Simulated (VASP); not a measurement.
Write the native input for VASP 6.6.1 that does the following.

```
Task                               : single point
Functional                         : HSE06
Potentials or basis                : VASP PAW PBE potentials, release 64 (Mg, O)
Cutoff                             : 520 eV
k mesh                             : 8 × 8 × 8
Occupations                        : gaussian, width 0.01 eV
Spin                               : no spin polarisation
Dipole correction                  : no
Grid for exact exchange (PRECFOCK) : Normal
Further INCAR settings             : ALGO = Normal; EDIFF = 1e-06; NBANDS = 11
Share of exact exchange            : 0.25
Screening parameter                : 0.2079 1/Å
```

The system is MgO.

```
Mg O
1.0
     0.00000    2.10217    2.10217
     2.10217    0.00000    2.10217
     2.10217    2.10217    0.00000
Mg O
1 1
Direct
  0.00000 0.00000 0.00000
  0.50000 0.50000 0.50000
```

One way to write it, as run:

POSCAR

```
MgO
1.0
    0.0000000000      2.1021674155      2.1021674155
    2.1021674155      0.0000000000      2.1021674155
    2.1021674155      2.1021674155      0.0000000000
Mg O
1 1
Direct
    0.0000000000      0.0000000000      0.0000000000
    0.5000000000      0.5000000000      0.5000000000
```

INCAR.step1

```
PREC = Accurate ; ENCUT = 520
EDIFF = 1E-5 ; ISMEAR = 0
SIGMA = 0.01 ; LREAL = F
LASPH = T ; NELM = 100
ALGO = Normal ; ISIF = 2
LWAVE = T ; LCHARG = F
GGA = PE ; NBANDS = 11
```

INCAR.step2

```
PREC = Accurate ; ENCUT = 520
EDIFF = 1E-6 ; ISMEAR = 0
SIGMA = 0.01 ; LREAL = F
LASPH = T ; NELM = 100
ALGO = Normal ; ISIF = 2
LWAVE = F ; LCHARG = F
GGA = PE ; LHFCALC = T
HFSCREEN = 0.2079 ; PRECFOCK = Normal
ISTART = 1 ; NBANDS = 11
```

KPOINTS

```
Automatic mesh
0
Gamma
  8 8 8
```

Potentials or basis: VASP PAW PBE potentials, release 64 (Mg, O).

Run with:

```sh
$ cat potpaw_PBE.64/Mg/POTCAR potpaw_PBE.64/O/POTCAR > POTCAR
$ cp INCAR.step1 INCAR
$ mpirun -np 1 vasp_std > vasp.out
$ cp INCAR.step2 INCAR
$ mpirun -np 1 vasp_std > vasp.out
```

It gave:

```yaml
Pressure: -0.6 GPa
Band_gap_on_the_k_mesh: 6.50 eV
```

Caveat: the PAW data sets were made with another functional, which shifts forces and pressure a little.

It took 37 min on 1 thread of Intel(R) Xeon(R) Platinum 8259CL CPU @ 2.50GHz (Skylake/Cascade Lake), on a shared host, peak memory 0.26 GiB.
